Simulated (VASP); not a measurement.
# MgO (NiAs type) (P6_3/mmc) in VASP: a series of runs

Runs on MgO (NiAs type). Level: PBE. Tasks: single point, relaxation of cell and atoms.

Program: VASP 6.6.1. These are calculated values, not measurements. Logs are shortened: lines on timing, memory, paths and dates and some standing lists are left out, and cuts for length are marked.

## 1. The cell of the first run

It takes space group P6_3/mmc (No. 194, hexagonal). The conventional cell has a = 2.803 Å, b = 2.803 Å, c = 4.912 Å, α = 90.00°, β = 90.00°, γ = 120.00°. Within 2.7 Å of Mg (site symmetry -3m) lie 6 O at 2.03 Å and 2 Mg at 2.46 Å. Within 2.7 Å of O (site symmetry -6m2) lie 6 Mg at 2.03 Å.

## 2. Single point, PBE

INCAR reads:

```
PREC = Accurate
ENCUT = 520
EDIFF = 1E-6
ISMEAR = -1
SIGMA = 0.05
LREAL = F
LASPH = T
NELM = 80
ALGO = Normal
ISIF = 2
LWAVE = F
LCHARG = T
GGA = PE
LELF = T
LVHAR = T
NBANDS = 16
```

KPOINTS reads:

```
Automatic mesh
0
Gamma
  11 11 6
```

POSCAR reads:

```
MgO
1.0
    2.8029375964      0.0000000000      0.0000000000
   -1.4014687982      2.4274151637      0.0000000000
    0.0000000000      0.0000000000      4.9122260132
Mg O
2 2
Direct
    0.0000000000      0.0000000000      0.0000000000
    0.0000000000      0.0000000000      0.5000000000
    0.3333333333      0.6666666667      0.2500000000
    0.6666666667      0.3333333333      0.7500000000
```

Potentials or basis: VASP PAW PBE potentials, release 64 (Mg, O).

On the command line:

```console
cat potpaw_PBE.64/Mg/POTCAR potpaw_PBE.64/O/POTCAR > POTCAR
mpirun -np 1 vasp_std > vasp.out
```

OUTCAR:

```text
PREC = Accurate
   ENCUT = 520
   EDIFF = 1E-6
   ISMEAR = -1
   LREAL = F
   LASPH = T
   NELM = 80
   ISIF = 2
   GGA = PE

 ion  position               nearest neighbor table
   1  0.000  0.000  0.000-   3 2.03   4 2.03   3 2.03   4 2.03   4 2.03   3 2.03   2 2.46   2 2.46

   2  0.000  0.000  0.500-   3 2.03   4 2.03   3 2.03   4 2.03   4 2.03   3 2.03   1 2.46   1 2.46

   3  0.333  0.667  0.250-   1 2.03   2 2.03   1 2.03   2 2.03   1 2.03   2 2.03
   4  0.667  0.333  0.750-   1 2.03   2 2.03   1 2.03   2 2.03   1 2.03   2 2.03

  LATTYP: Found a hexagonal cell.
 ALAT       =     2.8029375964
 C/A-ratio  =     1.7525277835

  Lattice vectors:

 A1 = (   2.8029375964,   0.0000000000,   0.0000000000)
 A2 = (  -1.4014687982,   2.4274151637,   0.0000000000)
 A3 = (   0.0000000000,   0.0000000000,   4.9122260132)

Analysis of symmetry for initial positions (statically):
=====================================================================
 Subroutine PRICEL returns:
 Original cell was already a primitive cell.

 Routine SETGRP: Setting up the symmetry group for a
 hexagonal supercell.

 Subroutine GETGRP returns: Found 24 space group operations
 (whereof 12 operations were pure point group operations)
 out of a pool of 24 trial point group operations.

The static configuration has the point symmetry D_3d.
 The point group associated with its full space group is D_6h.

Analysis of symmetry for dynamics (positions and initial velocities):
=====================================================================
 Subroutine PRICEL returns:
 Original cell was already a primitive cell.

 Routine SETGRP: Setting up the symmetry group for a
 hexagonal supercell.

 Subroutine GETGRP returns: Found 24 space group operations
 (whereof 12 operations were pure point group operations)
 out of a pool of 24 trial point group operations.

The dynamic configuration has the point symmetry D_3d.
 The point group associated with its full space group is D_6h.

 Subroutine INISYM returns: Found 24 space group operations
 (whereof 12 operations are pure point group operations),
 and found     1 'primitive' translations

----------------------------------------------------------------------------------------

                                     Primitive cell

  volume of cell :      33.4223

  direct lattice vectors                    reciprocal lattice vectors
     2.802937596  0.000000000  0.000000000     0.356768556  0.205980422  0.000000000
    -1.401468798  2.427415164  0.000000000     0.000000000  0.411960844  0.000000000
     0.000000000  0.000000000  4.912226013     0.000000000  0.000000000  0.203573695

  length of vectors
     2.802937596  2.802937596  4.912226013     0.411960844  0.411960844  0.203573695

  position of ions in fractional coordinates (direct lattice)
     0.000000000  0.000000000  0.000000000
     0.000000000  0.000000000  0.500000000
     0.333333333  0.666666667  0.250000000
     0.666666667  0.333333333  0.750000000

  ion indices of the primitive-cell ions
   primitive index   ion index
                 1           1
                 2           2
                 3           3
                 4           4

----------------------------------------------------------------------------------------

 KPOINTS: Automatic mesh

Automatic generation of k-mesh.
 Grid dimensions read from file:
 generate k-points for:   11   11    6

 Generating k-lattice:

  Cartesian coordinates                     Fractional coordinates (reciprocal lattice)
     0.032433505  0.018725493  0.000000000     0.090909091  0.000000000  0.000000000
     0.000000000  0.037450986  0.000000000     0.000000000  0.090909091  0.000000000
     0.000000000  0.000000000  0.033928949     0.000000000  0.000000000  0.166666667

  Length of vectors
     0.037450986  0.037450986  0.033928949

  Shift w.r.t. Gamma in fractional coordinates (k-lattice)
     0.000000000  0.000000000  0.000000000

 Subroutine IBZKPT returns following result:
 ===========================================

 Found     64 irreducible k-points:

 Following reciprocal coordinates:
            Coordinates               Weight
  0.000000  0.000000  0.000000      1.000000
  0.090909  0.000000  0.000000      6.000000
  0.181818  0.000000  0.000000      6.000000
  0.272727  0.000000  0.000000      6.000000
  0.363636  0.000000  0.000000      6.000000
  0.454545  0.000000  0.000000      6.000000
[... 16 lines left out ...]
  0.090909  0.090909  0.166667     12.000000
  0.181818  0.090909  0.166667     24.000000
 [... further k-points ...]
   k-points           NKPTS =     64   k-points in BZ     NKDIM =     64   number of bands    NBANDS=     16
   number of dos      NEDOS =    301   number of ions     NIONS =      4
   total plane-waves  NPLWV =  23040
   dimension x,y,z NGX =    24 NGY =   24 NGZ =   40
   dimension x,y,z NGXF=    48 NGYF=   48 NGZF=   80
   ions per type =               2   2
[... 121 lines left out ...]
      5       0.8069      2.00000
      6       2.9099      2.00000
[... 8 lines left out ...]
     15      22.0034      0.00000
     16      24.7916      0.00000

 k-point     6 :       0.4545    0.0000    0.0000
  band No.  band energies     occupation
      1     -12.1719      2.00000
      2     -11.8763      2.00000
      3      -0.5904      2.00000
      4       0.3504      2.00000
      5       1.1701      2.00000
      6       2.5122      2.00000
[... 8 lines left out ...]
     15      21.8095      0.00000
     16      25.2644      0.00000

 k-point     7 :       0.0909    0.0909    0.0000
  band No.  band energies     occupation
      1     -13.4794      2.00000
      2     -12.2568      2.00000
      3      -0.8563      2.00000
      4       2.6873      2.00000
      5       2.9553      2.00000
      6       3.4913      2.00000
[... 8 lines left out ...]
     15      22.5546      0.00000
     16      22.8522      0.00000

 k-point     8 :       0.1818    0.0909    0.0000
  band No.  band energies     occupation
      1     -13.1296      2.00000
      2     -12.1016      2.00000
      3      -0.3642      2.00000
      4       1.6842      2.00000
      5       1.9555      2.00000
      6       3.2069      2.00000
[... 8 lines left out ...]
     15      22.0751      0.00000
     16      23.0322      0.00000

 k-point     9 :       0.2727    0.0909    0.0000
  band No.  band energies     occupation
      1     -12.6950      2.00000
      2     -11.9418      2.00000
      3       0.2836      2.00000
      4       0.5585      2.00000
      5       1.1366      2.00000
      6       2.9018      2.00000
[... 8 lines left out ...]
     15      21.4174      0.00000
     16      24.1023      0.00000
[... 172 lines left out ...]
 k-point    19 :       0.1818    0.0000    0.1667
  band No.  band energies     occupation
      1     -13.3192      2.00000
      2     -12.3060      2.00000
      3      -0.5221      2.00000
      4       2.3025      2.00000
      5       2.5069      2.00000
      6       3.4405      2.00000
[... 8 lines left out ...]
     15      22.7531      0.00000
     16      23.1365      0.00000

 k-point    20 :       0.2727    0.0000    0.1667
  band No.  band energies     occupation
      1     -12.9169      2.00000
      2     -12.1108      2.00000
      3      -0.0735      2.00000
      4       1.1497      2.00000
      5       1.5851      2.00000
      6       3.2053      2.00000
[... 8 lines left out ...]
     15      22.4865      0.00000
     16      23.9853      0.00000

 k-point    21 :       0.3636    0.0000    0.1667
  band No.  band energies     occupation
      1     -12.4830      2.00000
      2     -11.9463      2.00000
      3      -0.1501      2.00000
      4       0.4667      2.00000
      5       1.1217      2.00000
      6       2.9300      2.00000
[... 8 lines left out ...]
     15      22.1850      0.00000
     16      24.6701      0.00000

 k-point    22 :       0.4545    0.0000    0.1667
  band No.  band energies     occupation
      1     -12.1513      2.00000
      2     -11.8950      2.00000
      3      -0.6578      2.00000
      4       0.1282      2.00000
      5       1.4390      2.00000
      6       2.6271      2.00000
[... 8 lines left out ...]
     15      22.0139      0.00000
     16      24.9999      0.00000

 k-point    23 :       0.0909    0.0909    0.1667
  band No.  band energies     occupation
      1     -13.4086      2.00000
      2     -12.3527      2.00000
      3      -0.6308      2.00000
      4       2.6354      2.00000
      5       2.7477      2.00000
      6       3.4145      2.00000
[... 8 lines left out ...]
     15      22.6513      0.00000
     16      22.7531      0.00000

 k-point    24 :       0.1818    0.0909    0.1667
  band No.  band energies     occupation
      1     -13.0683      2.00000
      2     -12.1797      2.00000
      3      -0.2242      2.00000
      4       1.6455      2.00000
      5       1.9324      2.00000
      6       3.1356      2.00000
[... 8 lines left out ...]
     15      22.1397      0.00000
     16      23.1874      0.00000

 [... further k-points ...]
[... 5 lines left out ...]
  --------------------------------------------------------------------------------------
  -------------------------------------------------------------------------------------
  Total        6.3535674      6.3535674      6.3727790      0.0000000      0.0000000      0.0000000
  in kB      304.5736958    304.5736957    305.4946526      0.0000000      0.0000000      0.0000000
  external PRESSURE =     304.8806814 kB  Pullay stress =       0.0000000 kB

 VOLUME and BASIS-vectors are now :
 -----------------------------------------------------------------------------
  energy-cutoff  :      520.00
  volume of cell :       33.42
      direct lattice vectors                 reciprocal lattice vectors
     2.802937596  0.000000000  0.000000000     0.356768556  0.205980422  0.000000000
    -1.401468798  2.427415164  0.000000000     0.000000000  0.411960844  0.000000000
     0.000000000  0.000000000  4.912226013     0.000000000  0.000000000  0.203573695

 POSITION                                       TOTAL-FORCE (eV/Angst)
 -----------------------------------------------------------------------------------
      0.00000      0.00000      0.00000        -0.000000      0.000000     -0.000000
      0.00000      0.00000      2.45611        -0.000000      0.000000     -0.000000
     -0.00000      1.61828      1.22806        -0.000000     -0.000000      0.000000
      1.40147      0.80914      3.68417         0.000000      0.000000     -0.000000
 -----------------------------------------------------------------------------------
    total drift:                               -0.000000      0.000000     -0.000000

  FREE ENERGIE OF THE ION-ELECTRON SYSTEM (eV)
  ---------------------------------------------------
  free  energy   TOTEN  =       -22.7596836247 eV

  energy  without entropy=      -22.7596836247  energy(sigma->0) =      -22.75968362
```

Run time: 13 s. Hardware: 1 thread of Intel Xeon 6975P-C (Granite Rapids), shared host; peak memory 0.17 GiB.

Results:

| Quantity | Value |
| --- | --- |
| Free energy | -22.7597 eV |
| Pressure | 30.5 GPa |
| Band gap on the k mesh | 5.64 eV, direct |

Levels at points of the mesh, in eV from the valence-band top:
```
           k point  band 4  band 5  band 6  band 7  band 8  band 9  band 10  band 11  band 12  band 13
(0.00, 0.00, 0.00)   -0.63   -0.63   -0.62    0.00    0.00    5.64     9.04    13.08    13.44    17.83
(0.00, 0.00, 0.50)   -3.43   -0.33   -0.33   -0.33   -0.33    8.10     8.10    12.68    12.68    17.64
```

## 3. Single point, PBE

INCAR reads:

```
SYSTEM = MgO
PREC = Accurate
ENCUT = 520
EDIFF = 1E-6
ISMEAR = -1
SIGMA = 0.05
LREAL = .FALSE.
LASPH = .TRUE.
NELM = 60
ALGO = Normal
ISIF = 2
LWAVE = .FALSE.
LCHARG = .FALSE.
GGA = PE
NBANDS = 16
```

KPOINTS reads:

```
Automatic mesh
0
G
  11 11 6
  0 0 0
```

POSCAR is that of step 2.

Potentials or basis: VASP PAW PBE potentials, release 64 (Mg, O).

On the command line:

```console
cat potpaw_PBE.64/Mg/POTCAR potpaw_PBE.64/O/POTCAR > POTCAR
mpirun -np 1 vasp_std > vasp.out
```

It took 12 s on 1 thread of Intel Xeon 6975P-C (Granite Rapids), shared host; peak memory 0.17 GiB.

It converged, with:

```
Free energy            : -22.7597 eV
Pressure               : 30.5 GPa
Band gap on the k mesh : 5.64 eV, direct
```

Stress tensor (GPa, compression positive):
```
30.46  0.00  0.00
 0.00 30.46  0.00
 0.00  0.00 30.55
```

Levels at points of the mesh, in eV from the valence-band top:
```tsv
k point	band 5	band 6	band 7	band 8	band 9	band 10	band 11	band 12
(0.00, 0.00, 0.00)	-0.63	-0.62	0.00	0.00	5.64	9.04	13.08	13.44
(0.00, 0.00, 0.50)	-0.33	-0.33	-0.33	-0.33	8.10	8.10	12.68	12.68
```

## 4. Single point, PBE

This run uses another cell than the first one, of 9.55 Å³/atom, 1.143 times its volume.

INCAR reads:

```
PREC = Accurate
ENCUT = 520
EDIFF = 1E-7
ISMEAR = -1
SIGMA = 0.05
LREAL = False
LASPH = True
NELM = 60
ALGO = Normal
ISIF = 2
LWAVE = False
LCHARG = True
GGA = PE
LELF = True
LVHAR = True
NBANDS = 16
```

KPOINTS reads:

```
regular mesh
0
Gamma
  12 12 7
```

POSCAR reads:

```
MgO
1.0
    3.3159024568      0.0000000000      0.0000000000
   -1.6579512284      2.8716557641      0.0000000000
    0.0000000000      0.0000000000      4.0108300505
Mg O
2 2
Direct
    0.3333333333      0.6666666667     -0.0620009876
    0.6666666667      0.3333333333      0.4379990124
    0.3333333333      0.6666666667      0.4380009876
    0.6666666667      0.3333333333      0.9380009876
```

On the command line:

```console
cat potpaw_PBE.64/Mg/POTCAR potpaw_PBE.64/O/POTCAR > POTCAR
mpirun -np 1 vasp_std > vasp.out
```

It took 27 s on 1 thread of Intel Xeon 6975P-C (Granite Rapids), shared host; peak memory 0.18 GiB.

The run converged. Its results:

```
Free energy            : -23.0773 eV
Pressure               : 30.7 GPa
Band gap on the k mesh : 4.18 eV, direct
```

Stress tensor (GPa, compression positive):
```
30.82  0.00  0.00
 0.00 30.82  0.00
 0.00  0.00 30.56
```

Levels at points of the mesh, in eV from the valence-band top:
| k point | band 6 | band 7 | band 8 | band 9 | band 10 | band 11 |
| --- | --- | --- | --- | --- | --- | --- |
| (0.00, 0.00, 0.00) | -1.03 | -1.03 | 0.00 | 4.18 | 10.65 | 13.33 |
| (0.50, 0.00, 0.00) | -2.24 | -1.54 | -0.65 | 7.42 | 10.19 | 10.59 |

## 5. Single point, PBE

This run uses another cell than the first one, of 9.55 Å³/atom, 1.143 times its volume.

INCAR reads:

```
SYSTEM = MgO
PREC     = Accurate       ! precision mode
ENCUT    = 520            ! plane-wave cutoff, eV
EDIFF    = 1E-6           ! SCF threshold, eV
ISMEAR   = -1             ! smearing method
SIGMA    = 0.05           ! smearing width, eV
LREAL    = .False.        ! projectors in reciprocal space
LASPH    = .True.         ! aspherical terms in the spheres
NELM     = 80             ! most SCF steps
ALGO     = Normal         ! electronic algorithm
ISIF     = 2              ! what is computed and relaxed
LWAVE    = .False.        ! write WAVECAR
LCHARG   = .False.        ! write CHGCAR
GGA      = PE             ! functional
NBANDS   = 16             ! bands
```

KPOINTS reads:

```
regular mesh
0
Gamma
  12 12 7
  0 0 0
```

POSCAR is that of step 4.

On the command line:

```console
cat potpaw_PBE.64/Mg/POTCAR potpaw_PBE.64/O/POTCAR > POTCAR
mpirun -np 1 vasp_std > vasp.out
```

Run time: 18 s. Hardware: 1 thread of Intel Xeon 6975P-C (Granite Rapids), shared host; peak memory 0.18 GiB.

Results (log left out):

| Property | Result |
| --- | --- |
| Free energy | -23.0773 eV |
| Pressure | 30.7 GPa |
| Band gap on the k mesh | 4.18 eV, direct |

Stress tensor (GPa, compression positive):
```
30.79  0.00  0.00
 0.00 30.79  0.00
 0.00  0.00 30.53
```

Levels at points of the mesh, in eV from the valence-band top:
```
           k point  band 5  band 6  band 7  band 8  band 9  band 10  band 11  band 12
(0.00, 0.00, 0.00)   -2.03   -1.03   -1.03    0.00    4.18    10.64    13.33    13.60
(0.50, 0.00, 0.00)   -2.69   -2.24   -1.54   -0.65    7.42    10.19    10.58    13.50
```

A k mesh can miss the band edges. PBE gaps usually lie below the measured ones, often by a third to a half.

## 6. Relaxation of cell and atoms, PBE, target pressure 31 GPa, at which the enthalpy is minimised

This run uses another cell than the first one, of 8.27 Å³/atom, 0.990 times its volume.

INCAR reads:

```
ALGO = Normal
EDIFF = 1E-6
EDIFFG = -0.005
ENCUT = 600
GGA = PE
IBRION = 2
ISIF = 3
ISMEAR = -1
LASPH = True
LCHARG = False
LREAL = False
LWAVE = False
NELM = 100
NSW = 60
PREC = Accurate
PSTRESS = 310.0
SIGMA = 0.05
```

KPOINTS reads:

```
k-points
0
Gamma
  11 11 6
```

POSCAR reads:

```
MgO
1.0
    2.9106361658      0.0000000000      0.0000000000
   -1.4553180829      2.5206848608      0.0000000000
    0.0000000000      0.0000000000      4.5114860570
Mg O
2 2
Direct
    0.0000000000      0.0000000000      0.0000000000
    0.0000000000      0.0000000000      0.5000000000
    0.3333333333      0.6666666667      0.2500000000
    0.6666666667      0.3333333333      0.7500000000
```

Potentials or basis: VASP PAW PBE potentials, release 64 (Mg, O).

On the command line:

```console
cat potpaw_PBE.64/Mg/POTCAR potpaw_PBE.64/O/POTCAR > POTCAR
mpirun -np 1 vasp_std > vasp.out
```

Wall time 2.8 min (1 thread of AMD EPYC 7R43 (Zen 3), shared host); peak memory 0.14 GiB.

The run converged. Its results:

```
Free energy                                            : -22.7488 eV
Relaxed volume                                         : 8.33 Å³/atom
Relaxed cell                                           : a = 2.800 Å, b = 2.800 Å, c = 4.909 Å, α = 90.00°, β = 90.00°, γ = 120.00°
Space group after relaxing (to 0.05 Å)                 : P6_3/mmc (No. 194)
Energy change on relaxing (the enthalpy is what falls) : -152.7 meV/atom
Ionic steps                                            : 8
Pressure after relaxing                                : 31.0 GPa
Band gap on the k mesh                                 : 5.67 eV, direct
```

Step by step:
| step | energy change (eV) | largest force (eV/Å) | pressure (GPa) | volume (Å³) |
| --- | --- | --- | --- | --- |
| 1 | 0.0000 | 0.0000 | 35.19 | 33.10 |
| 2 | -0.6591 | 0.0000 | 26.50 | 33.86 |
| 3 | -0.6842 | 0.0000 | 27.92 | 33.73 |
| 4 | -0.6859 | 0.0000 | 27.82 | 33.73 |
| 5 | -0.5423 | 0.0000 | 33.73 | 32.99 |
| 6 | -0.6131 | 0.0000 | 30.87 | 33.34 |
| 7 | -0.6101 | 0.0000 | 31.05 | 33.32 |
| 8 | -0.6107 | 0.0000 | 31.01 | 33.32 |

Final structure:
```yaml
crystal:
  lattice:
    - [2.79983, 0.00000, 0.00000]
    - [-1.39992, 2.42473, 0.00000]
    - [0.00000, 0.00000, 4.90875]
  atoms:
    - { symbol: Mg, position: [0.00000, 0.00000, 0.00000] }
    - { symbol: Mg, position: [0.00000, 0.00000, 0.50000] }
    - { symbol: O, position: [0.33333, 0.66667, 0.25000] }
    - { symbol: O, position: [0.66667, 0.33333, 0.75000] }
```

Levels at points of the mesh, in eV from the valence-band top:
```
           k point  band 6  band 7  band 8  band 9  band 10  band 11
(0.00, 0.00, 0.00)   -0.63    0.00    0.00    5.67     9.07    13.11
(0.00, 0.00, 0.50)   -0.33   -0.33   -0.33    8.14     8.14    12.70
```

Caveat: the cell is relaxed towards a set pressure, so the enthalpy falls and the energy may rise.

## 7. Overview

```tsv
task	cell	k mesh	cutoff (eV)	gap on the mesh (eV)	pressure (GPa)
single point	a = 2.803, b = 2.803, c = 4.912 Å, angles 90.0, 90.0, 120.0°, 4 atoms	11 × 11 × 6	520	5.64	30.5
single point	a = 3.316, b = 3.316, c = 4.011 Å, angles 90.0, 90.0, 120.0°, 4 atoms	12 × 12 × 7	520	4.18	30.7
relaxation of cell and atoms	relaxed to 31 GPa from a = 2.911, b = 2.911, c = 4.511 Å, angles 90.0, 90.0, 120.0°, 4 atoms	11 × 11 × 6	600	5.67	31.0
```

Alike in all rows: level PBE; potentials or basis VASP PAW PBE potentials, release 64 (Mg, O); no spin polarisation; smearing fermi-dirac 0.05 eV.

Caveats: the cell is relaxed towards a set pressure, so the enthalpy falls and the energy may rise (some runs).

Absolute energies hang on the potentials; compare differences alone.
